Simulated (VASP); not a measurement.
Set up this calculation in VASP 6.6.1, as the native input.

```
Task                   : single point
Functional             : PBE
Potentials or basis    : VASP PAW PBE potentials, release 64 (Sc_sv, Si, S)
Cutoff                 : 520 eV
k mesh                 : 6 × 6 × 4
Occupations            : gaussian, width 0.1 eV
Spin                   : no spin polarisation
Dipole correction      : no
Further INCAR settings : ALGO = Normal; EDIFF = 1e-06; NBANDS = 24
```

The structure of Sc2SiS lies in POSCAR:

```
Sc2SiS
1.0
    2.4858438600     -2.5054864700      0.0000000000
    2.4858438600      2.5054864700      0.0000000000
    0.0000000000      0.0000000000      6.3183672700
Sc Si S
2 1 1
Direct
    0.0000000000      0.0000000000      0.5000000000
    0.0000000000      0.0000000000      0.0000000000
    0.5000000000      0.5000000000      0.0000000000
    0.5000000000      0.5000000000      0.5000000000
```

The input as run:

INCAR

```
SYSTEM = Sc2SiS
ALGO = Normal
EDIFF = 1E-6
ENCUT = 520
GGA = PE
ISIF = 2
ISMEAR = 0
LASPH = .TRUE.
LCHARG = .FALSE.
LREAL = .FALSE.
LWAVE = .FALSE.
NBANDS = 24
NELM = 80
PREC = Accurate
SIGMA = 0.1
```

KPOINTS

```
k-points
0
G
  6 6 4
  0 0 0
```

Potentials or basis: VASP PAW PBE potentials, release 64 (Sc_sv, Si, S).

The run is started by

```sh
$ cat potpaw_PBE.64/Sc_sv/POTCAR potpaw_PBE.64/Si/POTCAR potpaw_PBE.64/S/POTCAR > POTCAR
$ mpirun -np 1 vasp_std > vasp.out
```

Results of the run:

| Quantity | Value |
| --- | --- |
| Pressure | 11.6 GPa |
| Band gap on the k mesh | zero (band 16 reaches 6.60 eV, above the bottom of band 17 at 4.78 eV) |

Run time: 120 s on 1 thread of Intel Xeon 8259CL, on a shared host, peak memory 0.22 GiB.
